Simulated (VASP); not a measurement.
Here is a VASP 6.6.1 calculation.

INCAR

```
SYSTEM = Sb
ALGO = Normal
EDIFF = 1E-6
EDIFFG = -0.04
ENCUT = 600
GGA = PE
IBRION = 2
ISIF = 3
ISMEAR = 0
LASPH = .True.
LCHARG = .False.
LREAL = .False.
LWAVE = .False.
NELM = 60
NSW = 90
PREC = Accurate
SIGMA = 0.1
```

KPOINTS

```
k-points
0
Gamma
  6 6 6
  0 0 0
```

POSCAR

```
Sb
1.0
    5.4541933552      0.0000000000      0.0000000000
   -2.7270966776      4.7234700028      0.0000000000
    0.0000000000      0.0000000000      3.1835990242
Sb
3
Direct
    0.0000000000      0.0000000000      0.0000000000
    0.3333333333      0.6666666667      0.5000000000
    0.6666666667      0.3333333333      0.5000000000
```

Potentials or basis: VASP PAW PBE potentials, release 64 (Sb).

Run with:

```sh
$ cat potpaw_PBE.64/Sb/POTCAR > POTCAR
$ mpirun -np 1 vasp_std > vasp.out
```

Question: What does it give for the relaxed volume?

Answer: 27.65 Å³/atom.

Question: Estimate the band gap on the k mesh.

Answer: Zero (an odd number of electrons rules out a gap without spin polarisation).

Question: What does it give for the relaxed cell?

Answer: a = 5.513 Å, b = 5.513 Å, c = 3.151 Å, α = 90.00°, β = 90.00°, γ = 120.00°.

Question: Estimate the space group after relaxing (to 0.1 Å).

Answer: P6/mmm (No. 191).

Final structure:
```cif
data_structure
_symmetry_space_group_name_H-M 'P 1'
_symmetry_Int_Tables_number 1
_cell_length_a 5.5131
_cell_length_b 5.5131
_cell_length_c 3.1510
_cell_angle_alpha 90.000
_cell_angle_beta 90.000
_cell_angle_gamma 120.000
_cell_volume 82.94
loop_
_atom_site_label
_atom_site_type_symbol
_atom_site_fract_x
_atom_site_fract_y
_atom_site_fract_z
_atom_site_occupancy
Sb1 Sb 0.00000 0.00000 0.00000 1
Sb2 Sb 0.33333 0.66667 0.50000 1
Sb3 Sb 0.66667 0.33333 0.50000 1
```

Caveat: spin-orbit coupling is left out, which moves the levels of the heavy elements.
